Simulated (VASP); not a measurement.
# Ga (I4/mmm) in VASP: a series of runs

Aim: see how the results for Ga move with the level of theory and the settings. Levels: revPBE+D3(BJ), PBE, BLYP+D4, BLYP+D3(BJ). Tasks: single point.

Everything below comes from runs of VASP 6.6.1. Logs are shortened: lines on timing, memory, paths and dates and some standing lists are left out, and cuts for length are marked.

## Step 1: The cell of the first run

It takes space group I4/mmm (No. 139, tetragonal). The conventional cell has a = 2.817 Å, b = 2.817 Å, c = 4.426 Å, α = 90.00°, β = 90.00°, γ = 90.00°. Within 3.7 Å of Ga (site symmetry 4/mmm) lie 12 Ga at 2.82 to 2.98 Å.

## Step 2: Single point, revPBE+D3(BJ)

INCAR reads:

```
SYSTEM = Ga
PREC     = Accurate       ! precision mode
ENCUT    = 520            ! plane-wave cutoff, eV
EDIFF    = 1E-6           ! SCF threshold, eV
ISMEAR   = -1             ! smearing method
SIGMA    = 0.05           ! smearing width, eV
LREAL    = .FALSE.        ! projectors in reciprocal space
LASPH    = .TRUE.         ! aspherical terms in the spheres
NELM     = 100            ! most SCF steps
ALGO     = Fast           ! electronic algorithm
ISIF     = 2              ! what is computed and relaxed
LWAVE    = .FALSE.        ! write WAVECAR
LCHARG   = .TRUE.         ! write CHGCAR
GGA      = RE             ! functional
IVDW     = 12             ! dispersion correction
LELF     = .TRUE.         ! ELF
LVHAR    = .TRUE.       
NBANDS   = 12             ! bands
```

KPOINTS reads:

```
Automatic mesh
0
G
  13 13 13
  0 0 0
```

POSCAR reads:

```
Ga
1.0
   -1.4083990113      1.4083990113      2.2130887678
    1.4083990113     -1.4083990113      2.2130887678
    1.4083990113      1.4083990113     -2.2130887678
Ga
1
Direct
    0.0000000000      0.0000000000      0.0000000000
```

Potentials or basis: VASP PAW PBE potentials, release 64 (Ga_d).

On the command line:

```
$ cat potpaw_PBE.64/Ga_d/POTCAR > POTCAR
$ mpirun -np 1 vasp_std > vasp.out
```

OUTCAR:

```text
SYSTEM = Ga
   PREC = Accurate
   ENCUT = 520
   EDIFF = 1E-6
   ISMEAR = -1
   LREAL = .FALSE.
   LASPH = .TRUE.
   NELM = 100
   ISIF = 2
   GGA = RE
   IVDW = 12
 IVDW          = 12

 ion  position               nearest neighbor table
   1  0.000  0.000  0.000-

  LATTYP: Found a body centered tetragonal cell.
 ALAT       =     2.8167980226
 C/A-ratio  =     1.5713506968

  Lattice vectors:

 A1 = (  -1.4083990113,   1.4083990113,   2.2130887678)
 A2 = (   1.4083990113,  -1.4083990113,   2.2130887678)
 A3 = (   1.4083990113,   1.4083990113,  -2.2130887678)

Analysis of symmetry for initial positions (statically):
=====================================================================
 Subroutine PRICEL returns:
 Original cell was already a primitive cell.

 Routine SETGRP: Setting up the symmetry group for a
 body centered tetragonal supercell.

 Subroutine GETGRP returns: Found 16 space group operations
 (whereof 16 operations were pure point group operations)
 out of a pool of 16 trial point group operations.

The static configuration has the point symmetry D_4h.

Analysis of symmetry for dynamics (positions and initial velocities):
=====================================================================
 Subroutine PRICEL returns:
 Original cell was already a primitive cell.

 Routine SETGRP: Setting up the symmetry group for a
 body centered tetragonal supercell.

 Subroutine GETGRP returns: Found 16 space group operations
 (whereof 16 operations were pure point group operations)
 out of a pool of 16 trial point group operations.

The dynamic configuration has the point symmetry D_4h.

 Subroutine INISYM returns: Found 16 space group operations
 (whereof 16 operations are pure point group operations),
 and found     1 'primitive' translations

----------------------------------------------------------------------------------------

                                     Primitive cell

  volume of cell :      17.5594

  direct lattice vectors                    reciprocal lattice vectors
    -1.408399011  1.408399011  2.213088768     0.000000000  0.355013030  0.225928579
     1.408399011 -1.408399011  2.213088768     0.355013030  0.000000000  0.225928579
     1.408399011  1.408399011 -2.213088768     0.355013030  0.355013030  0.000000000

  length of vectors
     2.977404481  2.977404481  2.977404481     0.420806338  0.420806338  0.502064241

  position of ions in fractional coordinates (direct lattice)
     0.000000000  0.000000000  0.000000000

  ion indices of the primitive-cell ions
   primitive index   ion index
                 1           1

----------------------------------------------------------------------------------------

 KPOINTS: Automatic mesh

Automatic generation of k-mesh.
 Grid dimensions read from file:
 generate k-points for:   13   13   13

 Generating k-lattice:

  Cartesian coordinates                     Fractional coordinates (reciprocal lattice)
     0.000000000  0.027308695  0.017379121     0.076923077  0.000000000  0.000000000
     0.027308695  0.000000000  0.017379121     0.000000000  0.076923077  0.000000000
     0.027308695  0.027308695  0.000000000     0.000000000  0.000000000  0.076923077

  Length of vectors
     0.032369718  0.032369718  0.038620326

  Shift w.r.t. Gamma in fractional coordinates (k-lattice)
     0.000000000  0.000000000  0.000000000

 Subroutine IBZKPT returns following result:
 ===========================================

 Found    196 irreducible k-points:

 Following reciprocal coordinates:
            Coordinates               Weight
  0.000000  0.000000  0.000000      1.000000
  0.076923  0.000000 -0.000000      8.000000
  0.153846  0.000000 -0.000000      8.000000
  0.230769  0.000000 -0.000000      8.000000
  0.307692  0.000000 -0.000000      8.000000
  0.384615  0.000000  0.000000      8.000000
[... 16 lines left out ...]
  0.384615  0.153846  0.000000     16.000000
  0.461538  0.153846 -0.000000     16.000000
 [... further k-points ...]
   k-points           NKPTS =    196   k-points in BZ     NKDIM =    196   number of bands    NBANDS=     12
   number of dos      NEDOS =    301   number of ions     NIONS =      1
   total plane-waves  NPLWV =  13824
   dimension x,y,z NGX =    24 NGY =   24 NGZ =   24
   dimension x,y,z NGXF=    48 NGYF=   48 NGZF=   48
   ions per type =               1
   NGX,Y,Z   is equivalent  to a cutoff of  13.40, 13.40, 13.40 a.u.
   NGXF,Y,Z  is equivalent  to a cutoff of  26.80, 26.80, 26.80 a.u.
 SYSTEM =  Ga
   PREC   = accura    normal or accurate (medium, high low for compatibility)
   ISTART =      0    job   : 0-new  1-cont  2-samecut
   ICHARG =      2    charge: 1-file 2-atom 10-const
   ISPIN  =      1    spin polarized calculation?
   LNONCOLLINEAR =      F non collinear calculations
   LSORBIT =      F    spin-orbit coupling
   LASPH  =      T    aspherical Exc in radial PAW
   ENCUT  =  520.0 eV  38.22 Ry    6.18 a.u.   5.54  5.54  5.54*2*pi/ulx,y,z
   NELM   =    100;   NELMIN=  2; NELMDL= -5     # of ELM steps
   EDIFF  = 0.1E-05   stopping-criterion for ELM
   LREAL  =      F    real-space projection
   EDIFFG = 0.1E-04   stopping-criterion for IOM
   NSW    =      0    number of steps for IOM
   IBRION =     -1    ionic relax: 0-MD 1-quasi-New 2-CG
   NFREE  =      0    steps in history (QN), initial steepest desc. (CG)
   ISIF   =      2    stress and relaxation
   ISYM   =      2    0-nonsym 1-usesym 2-fastsym
   POTIM  = 0.5000    time-step for ionic-motion
   TEBEG  =    0.0;   TEEND  =   0.0 temperature during run
   PSTRESS=    0.0 pullay stress
   NELECT =      13.0000    total number of electrons
   NUPDOWN=      -1.0000    fix difference up-down
   EMIN   =  10.00;   EMAX   =-10.00  energy-range for DOS
   EFERMI =   0.00;   METHOD = LEGACY
   ISMEAR =    -1;   SIGMA  =   0.05  broadening in eV -4-tet -1-fermi 0-gaus
   EFERMI_NEDOS =   21; number of points for ismear=-14 and -15
   IALGO  =     68    algorithm
   IMIX   =      4    mixing-type and parameters
     AMIX     =   0.40;   BMIX     =  1.00
     AMIX_MAG =   1.60;   BMIX_MAG =  1.00
  volume/ion in A,a.u.               =      17.56       118.50
  Fermi-wavevector in a.u.,A,eV,Ry     =   1.480991  2.798668 29.842141  2.193335
  Thomas-Fermi vector in A             =   2.594957
   LORBIT       =      0    0 simple, 1 ext, 2 COOP (PROOUT), +10 PAW based schemes
   GGA     = RE    functional components
   LHFCALC =     F    Hartree Fock is set to
   AEXX    =    0.0000 exact exchange contribution
   IVDW    =    12    specifies the selected vdW correction
   LEPSILON=     F    determine dielectric tensor
   LRPA    =     F    only Hartree local field effects (RPA)
 non-spin polarized calculation
 RMM-DIIS sequential band-by-band and
  energy-cutoff  :      520.00
  volume of cell :       17.56
 maximum number of plane-waves:       485
 NGX is ok and might be reduce to    24
   NGX = 11   NGY = 11   NGZ = 11

 number of electron      12.9999994 magnetization

 Free energy of the ion-electron system (eV)
  ---------------------------------------------------
  ext. energy  EPLUGINS =         0.00000000
  ---------------------------------------------------
  free energy    TOTEN  =        -2.56797558 eV

  energy without entropy =       -2.56487238  energy(sigma->0) =       -2.56642398

 E-fermi :   6.3024     XC(G=0): -11.2805

 val. band max:        6.2818482131   @ k =   0.3846   0.2308   0.1538
 cond. band min:       6.3490547775   @ k =  -0.3846   0.3846   0.2308
 fundamental gap:      0.0672065644
 Fermi energy:         6.3023898915

 k-point     1 :       0.0000    0.0000    0.0000
  band No.  band energies     occupation
      1      -8.7332      2.00000
      2      -8.6152      2.00000
      3      -8.6152      2.00000
      4      -8.5805      2.00000
      5      -8.4530      2.00000
      6      -5.2617      2.00000
      7      19.4206      0.00000
      8      19.4206      0.00000
      9      19.5076      0.00000
     10      22.7026      0.00000
     11      22.8041      0.00000
     12      23.3853      0.00000

 k-point     2 :       0.0769    0.0000   -0.0000
  band No.  band energies     occupation
      1      -8.7250      2.00000
      2      -8.6181      2.00000
      3      -8.6079      2.00000
      4      -8.5779      2.00000
      5      -8.4571      2.00000
      6      -5.1006      2.00000
      7      17.4811      0.00000
      8      18.9486      0.00000
      9      19.2030      0.00000
     10      21.7330      0.00000
     11      23.4718      0.00000
     12      23.8753      0.00000

 k-point     3 :       0.1538    0.0000   -0.0000
  band No.  band energies     occupation
      1      -8.7097      2.00000
      2      -8.6318      2.00000
      3      -8.5901      2.00000
      4      -8.5599      2.00000
      5      -8.4659      2.00000
      6      -4.6134      2.00000
      7      14.2213      0.00000
      8      17.9377      0.00000
      9      18.7814      0.00000
     10      21.3697      0.00000
     11      22.7366      0.00000
     12      25.0507      0.00000
[... 286 lines left out ...]
 k-point    23 :       0.3846    0.1538    0.0000
  band No.  band energies     occupation
      1      -8.7116      2.00000
      2      -8.6558      2.00000
      3      -8.5966      2.00000
      4      -8.4613      2.00000
      5      -8.4135      2.00000
      6       0.4294      2.00000
      7       4.4336      2.00000
      8      12.9359      0.00000
      9      14.6490      0.00000
     10      18.9184      0.00000
     11      21.9484      0.00000
     12      25.7445      0.00000

 k-point    24 :       0.4615    0.1538   -0.0000
  band No.  band energies     occupation
      1      -8.7275      2.00000
      2      -8.6518      2.00000
      3      -8.6018      2.00000
      4      -8.4682      2.00000
      5      -8.3824      2.00000
      6       1.8839      2.00000
      7       2.7128      2.00000
      8      13.3652      0.00000
      9      14.3692      0.00000
     10      18.1603      0.00000
     11      22.0884      0.00000
     12      26.3548      0.00000

 [... further k-points ...]

------------------------ aborting loop because EDIFF is reached ----------------------------------------

 Edisp (eV)   -0.61202

 E8    (eV) :    -0.4414

  FORCE on cell =-STRESS in cart. coord.  units (eV):
  Direction    XX          YY          ZZ          XY          YZ          ZX
  --------------------------------------------------------------------------------------
  -------------------------------------------------------------------------------------
  Total       0.02414     0.02414     0.02035     0.00000     0.00000     0.00000
  in kB       2.20290     2.20290     1.85710     0.00000     0.00000     0.00000
  external pressure =        2.09 kB  Pullay stress =        0.00 kB

 VOLUME and BASIS-vectors are now :
 -----------------------------------------------------------------------------
  energy-cutoff  :      520.00
  volume of cell :       17.56
      direct lattice vectors                 reciprocal lattice vectors
    -1.408399011  1.408399011  2.213088768     0.000000000  0.355013030  0.225928579
     1.408399011 -1.408399011  2.213088768     0.355013030  0.000000000  0.225928579
     1.408399011  1.408399011 -2.213088768     0.355013030  0.355013030  0.000000000

 POSITION                                       TOTAL-FORCE (eV/Angst)
 -----------------------------------------------------------------------------------
      0.00000      0.00000      0.00000        -0.000000      0.000000      0.000000
 -----------------------------------------------------------------------------------
    total drift:                                0.000000      0.000000     -0.000000

  FREE ENERGIE OF THE ION-ELECTRON SYSTEM (eV)
  ---------------------------------------------------
  free  energy   TOTEN  =        -3.1799919849 eV

  energy  without entropy=       -3.1768887839  energy(sigma->0) =       -3.17844038
```

Run time: 54 s. Hardware: 1 thread of Intel Xeon 8259CL, shared host; peak memory 0.18 GiB.

What came out:

* Free energy: -3.1800 eV
* Pressure: 0.2 GPa
* Band gap on the k mesh: zero (an odd number of electrons rules out a gap without spin polarisation)
* Dispersion energy per atom: -0.612 eV

Caveat: the PAW data sets were made with another functional, which shifts forces and pressure a little.

[end of part 1 of 2]
